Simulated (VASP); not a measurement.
# TaN (P6_3mc) in VASP: notebook

The runs below take TaN through single point, with PBE.

Program: VASP 6.6.1. These are calculated values, not measurements. Logs are shortened: lines on timing, memory, paths and dates and some standing lists are left out, and cuts for length are marked.

## Step 1: The cell of the first run

The structure is hexagonal, space group P6_3mc (No. 186). The conventional cell has a = 3.408 Å, b = 3.408 Å, c = 5.848 Å, α = 90.00°, β = 90.00°, γ = 120.00°. Within 2.5 Å of Ta (site symmetry 3m) lie 4 N at 1.89 to 2.22 Å. N (site symmetry 3m) has 4 Ta at 1.89 to 2.22 Å within 2.5 Å.

## Step 2: Single point, PBE (14.70 Å³/atom)

Contents of INCAR:

```
ALGO = Normal
EDIFF = 1E-6
ENCUT = 520
GGA = PE
ISIF = 2
ISMEAR = 0
LASPH = T
LCHARG = T
LELF = T
LREAL = F
LVHAR = T
LWAVE = F
NBANDS = 24
NELM = 80
PREC = Accurate
SIGMA = 0.15
```

Contents of KPOINTS:

```
k-points
0
Gamma
  18 18 8
```

Contents of POSCAR:

```
TaN
1.0
    3.4075792118      0.0000000000      0.0000000000
   -1.7037896059      2.9510501628      0.0000000000
    0.0000000000      0.0000000000      5.8480874433
Ta N
2 2
Direct
    0.3333333333      0.6666666667      0.0304880884
    0.6666666667      0.3333333333      0.5304880884
    0.3333333333      0.6666666667      0.3545119116
    0.6666666667      0.3333333333      0.8545119116
```

Potentials or basis: VASP PAW PBE potentials, release 64 (Ta_pv, N).

On the command line:

```console
$ cat potpaw_PBE.64/Ta_pv/POTCAR potpaw_PBE.64/N/POTCAR > POTCAR
$ mpirun -np 1 vasp_std > vasp.out
```

OUTCAR:

```text
EDIFF = 1E-6
   ENCUT = 520
   GGA = PE
   ISIF = 2
   ISMEAR = 0
   LASPH = T
   LREAL = F
   NELM = 80
   PREC = Accurate

 ion  position               nearest neighbor table
   1  0.333  0.667  0.030-   3 1.89   4 2.22   4 2.22   4 2.22   2 3.52   2 3.52   2 3.52   2 3.52
                             2 3.52   2 3.52
   2  0.667  0.333  0.530-   4 1.89   3 2.22   3 2.22   3 2.22   1 3.52   1 3.52   1 3.52   1 3.52
                             1 3.52   1 3.52
   3  0.333  0.667  0.355-   1 1.89   2 2.22   2 2.22   2 2.22
   4  0.667  0.333  0.855-   2 1.89   1 2.22   1 2.22   1 2.22

  LATTYP: Found a hexagonal cell.
 ALAT       =     3.4075792118
 C/A-ratio  =     1.7162000000

  Lattice vectors:

 A1 = (   3.4075792118,   0.0000000000,   0.0000000000)
 A2 = (  -1.7037896059,   2.9510501628,   0.0000000000)
 A3 = (   0.0000000000,   0.0000000000,   5.8480874433)

Analysis of symmetry for initial positions (statically):
=====================================================================
 Subroutine PRICEL returns:
 Original cell was already a primitive cell.

 Routine SETGRP: Setting up the symmetry group for a
 hexagonal supercell.

 Subroutine GETGRP returns: Found 12 space group operations
 (whereof  6 operations were pure point group operations)
 out of a pool of 24 trial point group operations.

The static configuration has the point symmetry C_3v.
 The point group associated with its full space group is C_6v.

Analysis of symmetry for dynamics (positions and initial velocities):
=====================================================================
 Subroutine PRICEL returns:
 Original cell was already a primitive cell.

 Routine SETGRP: Setting up the symmetry group for a
 hexagonal supercell.

 Subroutine GETGRP returns: Found 12 space group operations
 (whereof  6 operations were pure point group operations)
 out of a pool of 24 trial point group operations.

The dynamic configuration has the point symmetry C_3v.
 The point group associated with its full space group is C_6v.

 Subroutine INISYM returns: Found 12 space group operations
 (whereof  6 operations are pure point group operations),
 and found     1 'primitive' translations

----------------------------------------------------------------------------------------

                                     Primitive cell

  volume of cell :      58.8080

  direct lattice vectors                    reciprocal lattice vectors
     3.407579212  0.000000000  0.000000000     0.293463464  0.169431210  0.000000000
    -1.703789606  2.951050163  0.000000000     0.000000000  0.338862420  0.000000000
     0.000000000  0.000000000  5.848087443     0.000000000  0.000000000  0.170996075

  length of vectors
     3.407579212  3.407579212  5.848087443     0.338862420  0.338862420  0.170996075

  position of ions in fractional coordinates (direct lattice)
     0.333333333  0.666666667  0.030488088
     0.666666667  0.333333333  0.530488088
     0.333333333  0.666666667  0.354511912
     0.666666667  0.333333333  0.854511912

  ion indices of the primitive-cell ions
   primitive index   ion index
                 1           1
                 2           2
                 3           3
                 4           4

----------------------------------------------------------------------------------------

 KPOINTS: k-points

Automatic generation of k-mesh.
 Grid dimensions read from file:
 generate k-points for:   18   18    8

 Generating k-lattice:

  Cartesian coordinates                     Fractional coordinates (reciprocal lattice)
     0.016303526  0.009412845  0.000000000     0.055555556  0.000000000  0.000000000
     0.000000000  0.018825690  0.000000000     0.000000000  0.055555556  0.000000000
     0.000000000  0.000000000  0.021374509     0.000000000  0.000000000  0.125000000

  Length of vectors
     0.018825690  0.018825690  0.021374509

  Shift w.r.t. Gamma in fractional coordinates (k-lattice)
     0.000000000  0.000000000  0.000000000

 Subroutine IBZKPT returns following result:
 ===========================================

 Found    185 irreducible k-points:

 Following reciprocal coordinates:
            Coordinates               Weight
  0.000000  0.000000  0.000000      1.000000
  0.055556 -0.000000  0.000000      6.000000
  0.111111 -0.000000  0.000000      6.000000
  0.166667  0.000000  0.000000      6.000000
  0.222222  0.000000  0.000000      6.000000
  0.277778  0.000000  0.000000      6.000000
[... 16 lines left out ...]
  0.333333  0.111111  0.000000     12.000000
  0.388889  0.111111  0.000000     12.000000
 [... further k-points ...]
   k-points           NKPTS =    185   k-points in BZ     NKDIM =    185   number of bands    NBANDS=     24
   number of dos      NEDOS =    301   number of ions     NIONS =      4
   total plane-waves  NPLWV =  37632
   dimension x,y,z NGX =    28 NGY =   28 NGZ =   48
   dimension x,y,z NGXF=    56 NGYF=   56 NGZF=   96
   ions per type =               2   2
   NGX,Y,Z   is equivalent  to a cutoff of  13.66, 13.66, 13.65 a.u.
   NGXF,Y,Z  is equivalent  to a cutoff of  27.32, 27.32, 27.29 a.u.
 SYSTEM =  unknown system
   PREC   = accura    normal or accurate (medium, high low for compatibility)
   ISTART =      0    job   : 0-new  1-cont  2-samecut
   ICHARG =      2    charge: 1-file 2-atom 10-const
   ISPIN  =      1    spin polarized calculation?
   LNONCOLLINEAR =      F non collinear calculations
   LSORBIT =      F    spin-orbit coupling
   LASPH  =      T    aspherical Exc in radial PAW
   ENCUT  =  520.0 eV  38.22 Ry    6.18 a.u.   6.34  6.34 10.87*2*pi/ulx,y,z
   NELM   =     80;   NELMIN=  2; NELMDL= -5     # of ELM steps
   EDIFF  = 0.1E-05   stopping-criterion for ELM
   LREAL  =      F    real-space projection
   EDIFFG = 0.1E-04   stopping-criterion for IOM
   NSW    =      0    number of steps for IOM
   IBRION =     -1    ionic relax: 0-MD 1-quasi-New 2-CG
   NFREE  =      0    steps in history (QN), initial steepest desc. (CG)
   ISIF   =      2    stress and relaxation
   ISYM   =      2    0-nonsym 1-usesym 2-fastsym
   POTIM  = 0.5000    time-step for ionic-motion
   TEBEG  =    0.0;   TEEND  =   0.0 temperature during run
   PSTRESS=    0.0 pullay stress
   NELECT =      32.0000    total number of electrons
   NUPDOWN=      -1.0000    fix difference up-down
   EMIN   =  10.00;   EMAX   =-10.00  energy-range for DOS
   EFERMI =   0.00;   METHOD = LEGACY
   ISMEAR =     0;   SIGMA  =   0.15  broadening in eV -4-tet -1-fermi 0-gaus
   EFERMI_NEDOS =   21; number of points for ismear=-14 and -15
   IALGO  =     38    algorithm
   IMIX   =      4    mixing-type and parameters
     AMIX     =   0.40;   BMIX     =  1.00
     AMIX_MAG =   1.60;   BMIX_MAG =  1.00
  volume/ion in A,a.u.               =      14.70        99.21
  Fermi-wavevector in a.u.,A,eV,Ry     =   1.336532  2.525679 24.304328  1.786318
  Thomas-Fermi vector in A             =   2.465151
   LORBIT       =      0    0 simple, 1 ext, 2 COOP (PROOUT), +10 PAW based schemes
   GGA     = PE    functional components
   LHFCALC =     F    Hartree Fock is set to
   AEXX    =    0.0000 exact exchange contribution
   IVDW    =     0    specifies the selected vdW correction
   LEPSILON=     F    determine dielectric tensor
   LRPA    =     F    only Hartree local field effects (RPA)
 non-spin polarized calculation
 Gauss-broadening in eV      SIGMA  =   0.15
  energy-cutoff  :      520.00
  volume of cell :       58.81
 maximum number of plane-waves:      1603
 NGX is ok and might be reduce to    28
   NGX = 13   NGY = 13   NGZ = 21

 number of electron      32.0000000 magnetization

 Free energy of the ion-electron system (eV)
  ---------------------------------------------------
  ext. energy  EPLUGINS =         0.00000000
  ---------------------------------------------------
  free energy    TOTEN  =       -42.57603239 eV

  energy without entropy =      -42.56531221  energy(sigma->0) =      -42.57067230

 E-fermi :   5.4614     XC(G=0): -11.5016

 val. band max:        5.4373618940   @ k =   0.1111   0.0556   0.0000
 cond. band min:       5.4675459789   @ k =   0.0556   0.0556   0.3750
 fundamental gap:      0.0301840849
 Fermi energy:         5.4613817080

 k-point     1 :       0.0000    0.0000    0.0000
  band No.  band energies     occupation
      1     -30.3291      2.00000
      2     -30.0271      2.00000
      3     -29.8783      2.00000
      4     -29.8783      2.00000
      5     -29.8421      2.00000
      6     -29.8421      2.00000
[... 16 lines left out ...]
     23       9.9663      0.00000
     24      11.6269      0.00000

 k-point     2 :       0.0556   -0.0000    0.0000
  band No.  band energies     occupation
      1     -30.3262      2.00000
      2     -30.0282      2.00000
      3     -29.8851      2.00000
      4     -29.8802      2.00000
      5     -29.8494      2.00000
      6     -29.8434      2.00000
[... 16 lines left out ...]
     23      10.1400      0.00000
     24      11.5010      0.00000

 k-point     3 :       0.1111   -0.0000    0.0000
  band No.  band energies     occupation
      1     -30.3175      2.00000
      2     -30.0312      2.00000
      3     -29.9047      2.00000
      4     -29.8859      2.00000
      5     -29.8703      2.00000
      6     -29.8471      2.00000
[... 16 lines left out ...]
     23      10.6084      0.00000
     24      11.2861      0.00000

 k-point     4 :       0.1667    0.0000    0.0000
  band No.  band energies     occupation
      1     -30.3038      2.00000
      2     -30.0365      2.00000
      3     -29.9346      2.00000
      4     -29.9021      2.00000
      5     -29.8944      2.00000
      6     -29.8529      2.00000
[... 16 lines left out ...]
     23      11.0287      0.00000
     24      11.2861      0.00000

 k-point     5 :       0.2222    0.0000    0.0000
  band No.  band energies     occupation
      1     -30.2860      2.00000
      2     -30.0442      2.00000
      3     -29.9713      2.00000
      4     -29.9403      2.00000
      5     -29.9048      2.00000
      6     -29.8601      2.00000
[... 16 lines left out ...]
     23      10.7348      0.00000
     24      11.7705      0.00000

 k-point     6 :       0.2778    0.0000    0.0000
  band No.  band energies     occupation
      1     -30.2653      2.00000
      2     -30.0547      2.00000
      3     -30.0101      2.00000
      4     -29.9799      2.00000
      5     -29.9157      2.00000
      6     -29.8679      2.00000
[... 16 lines left out ...]
     23      10.3523      0.00000
     24      11.6960      0.00000
[... 379 lines left out ...]
 k-point    21 :       0.2222    0.1111    0.0000
  band No.  band energies     occupation
      1     -30.2585      2.00000
      2     -30.0583      2.00000
      3     -30.0106      2.00000
      4     -29.9907      2.00000
      5     -29.9220      2.00000
      6     -29.8802      2.00000
[... 16 lines left out ...]
     23      10.2161      0.00000
     24      11.7054      0.00000

 k-point    22 :       0.2778    0.1111    0.0000
  band No.  band energies     occupation
      1     -30.2372      2.00000
      2     -30.0722      2.00000
      3     -30.0428      2.00000
      4     -30.0188      2.00000
      5     -29.9358      2.00000
      6     -29.8896      2.00000
[... 16 lines left out ...]
     23       9.7412      0.00000
     24      11.1711      0.00000

 k-point    23 :       0.3333    0.1111    0.0000
  band No.  band energies     occupation
      1     -30.2169      2.00000
      2     -30.0887      2.00000
      3     -30.0684      2.00000
      4     -30.0400      2.00000
      5     -29.9470      2.00000
      6     -29.8971      2.00000
[... 16 lines left out ...]
     23      10.0042      0.00000
     24      10.7822      0.00000

 k-point    24 :       0.3889    0.1111    0.0000
  band No.  band energies     occupation
      1     -30.2009      2.00000
      2     -30.1033      2.00000
      3     -30.0850      2.00000
      4     -30.0529      2.00000
      5     -29.9543      2.00000
      6     -29.9021      2.00000
[... 16 lines left out ...]
     23      10.0911      0.00000
     24      10.8107      0.00000

 [... further k-points ...]
[... 5 lines left out ...]
  --------------------------------------------------------------------------------------
  -------------------------------------------------------------------------------------
  Total       -8.9020357     -8.9020357      2.8097019      0.0000000      0.0000000      0.0000000
  in kB     -242.5289029   -242.5289029     76.5481017      0.0000000      0.0000000      0.0000000
  external PRESSURE =    -136.1699014 kB  Pullay stress =       0.0000000 kB

 VOLUME and BASIS-vectors are now :
 -----------------------------------------------------------------------------
  energy-cutoff  :      520.00
  volume of cell :       58.81
      direct lattice vectors                 reciprocal lattice vectors
     3.407579212  0.000000000  0.000000000     0.293463464  0.169431210  0.000000000
    -1.703789606  2.951050163  0.000000000     0.000000000  0.338862420  0.000000000
     0.000000000  0.000000000  5.848087443     0.000000000  0.000000000  0.170996075

 POSITION                                       TOTAL-FORCE (eV/Angst)
 -----------------------------------------------------------------------------------
     -0.00000      1.96737      0.17830         0.000000     -0.000000     -2.054580
      1.70379      0.98368      3.10234        -0.000000      0.000000     -2.054580
     -0.00000      1.96737      2.07322        -0.000000     -0.000000      2.054580
      1.70379      0.98368      4.99726         0.000000      0.000000      2.054580
 -----------------------------------------------------------------------------------
    total drift:                               -0.000000      0.000000      0.000034

  FREE ENERGIE OF THE ION-ELECTRON SYSTEM (eV)
  ---------------------------------------------------
  free  energy   TOTEN  =       -42.5760323865 eV

  energy  without entropy=      -42.5653122095  energy(sigma->0) =      -42.57067230
```

Run time: 95 s. Hardware: 1 thread of Intel Xeon 6975P-C (Granite Rapids), shared host; peak memory 0.35 GiB.

What came out:

```yaml
Free_energy: -42.5760 eV
Pressure: -13.6 GPa
Largest_force: 2.055 eV/Å
Band_gap_on_the_k_mesh: zero (bands 16 and 17 overlap by 0.66 eV)
```

Forces in eV/Å, atoms in the order of the input:
```
Ta   0.000  0.000 -2.055
Ta   0.000  0.000 -2.055
N    0.000  0.000  2.055
N    0.000  0.000  2.055
```

Stress tensor (GPa, compression positive):
```
-24.25   0.00   0.00
  0.00 -24.25   0.00
  0.00   0.00   7.65
```

Levels at points of the mesh, in eV from the Fermi level:
| k point | band 12 | band 13 | band 14 | band 15 | band 16 | band 17 | band 18 | band 19 | band 20 | band 21 |
| --- | --- | --- | --- | --- | --- | --- | --- | --- | --- | --- |
| (0.00, 0.00, 0.00) | -5.37 | -4.35 | -4.35 | -0.96 | -0.82 | -0.19 | -0.19 | 1.64 | 1.64 | 2.71 |
| (0.50, 0.00, 0.00) | -5.37 | -4.64 | -3.61 | -1.96 | -0.32 | 1.47 | 1.83 | 2.18 | 2.35 | 2.78 |
| (0.00, 0.00, 0.50) | -4.95 | -4.95 | -4.95 | 0.42 | 0.42 | 0.81 | 0.81 | 0.81 | 0.81 | 4.10 |
| (0.50, 0.00, 0.50) | -5.10 | -4.75 | -4.75 | -0.45 | -0.45 | 1.65 | 1.65 | 2.37 | 2.37 | 3.79 |

Caveat: the cell stands under tension; spin-orbit coupling is left out, which moves the levels of the heavy elements; forces of over 1 eV/Å act on the atoms, so gaps and moduli don't describe the material at rest.

(Continued in part 2 of 2.)
